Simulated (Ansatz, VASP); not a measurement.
Si2Sn5: VASP beside Ansatz

INCAR

```
SYSTEM = Si2Sn5
  PREC = Accurate
  ENCUT = 500
  EDIFF = 1E-6
  ISMEAR = 0
  SIGMA = 0.1
  LREAL = .FALSE.
  LASPH = .TRUE.
  NELM = 120
  ALGO = Normal
  ISIF = 2
  LWAVE = .FALSE.
  LCHARG = .FALSE.
  GGA = PE
  NBANDS = 48
  GGA_COMPAT = .FALSE.
```

The input KPOINTS:

```
regular mesh
0
G
  4 4 2
  0 0 0
```

The input POSCAR:

```
Si2Sn5
1.0
    5.0614303234      0.0000000000      0.0000000000
    0.0000000000      5.0614303234      0.0000000000
    0.0000000000      0.0000000000      8.8011033257
Si Sn
2 5
Direct
    0.5000000000      0.5000000000      0.9017669475
    0.5000000000      0.5000000000      0.6056508466
    0.0000000000      0.5000000000      0.0916148596
    0.5000000000      0.0000000000      0.0916148596
    0.0000000000      0.5000000000      0.7262136634
    0.5000000000      0.0000000000      0.7262136634
    0.5000000000      0.5000000000      0.3090816898
```

Input for Ansatz:

```yaml
crystal:
  lattice:
    - [5.0614303234, 0.0, 0.0]
    - [0.0, 5.0614303234, 0.0]
    - [0.0, 0.0, 8.8011033257]
  atoms:
    - { symbol: Si, position: [0.5, 0.5, 0.9017669475] }
    - { symbol: Si, position: [0.5, 0.5, 0.6056508466] }
    - { symbol: Sn, position: [0.0, 0.5, 0.0916148596] }
    - { symbol: Sn, position: [0.5, 0.0, 0.0916148596] }
    - { symbol: Sn, position: [0.0, 0.5, 0.7262136634] }
    - { symbol: Sn, position: [0.5, 0.0, 0.7262136634] }
    - { symbol: Sn, position: [0.5, 0.5, 0.3090816898] }
basis:
  ecutwfc: 420
kpoints:
  mp_grid: { grid: [4, 4, 2] }
hamiltonian:
  xc: pbe
scf:
  occupations: { method: gaussian, width: 0.1 }
  lower_state_search: "off"
output:
  forces: true
  stress: true
  eigenvalues: true
```

Alike in both runs: task single point; functional PBE; k mesh 4 × 4 × 2; occupations gaussian, width 0.1 eV; no spin polarisation.

|  | VASP | Ansatz |
| --- | --- | --- |
| version | VASP 6.6.1 | Ansatz 0.2.0 |
| potentials or method | VASP PAW PBE potentials, release 64 (Si, Sn_d), cutoff 500 eV | scalar-relativistic, plane waves, PAW |
| valence electrons in the cell | 78 | 78 |

```csv
,VASP,Ansatz,Ansatz less VASP
gap on the k mesh at the Fermi level (eV),none,none,-
pressure (GPa),-0.1,0.0,+0.04
"traceless stress, the component that is largest in VASP (GPa)",0.16,0.16,+0.001
rms of the force components (eV/Å),0.019,0.018,-0.0009
```

Atom by atom the forces differ by 0.001 eV/Å (rms over components). A gap of «none» marks a metal or a gap that the smearing closes. The functional is the same, so the differences come from potentials, cutoffs and numerics.
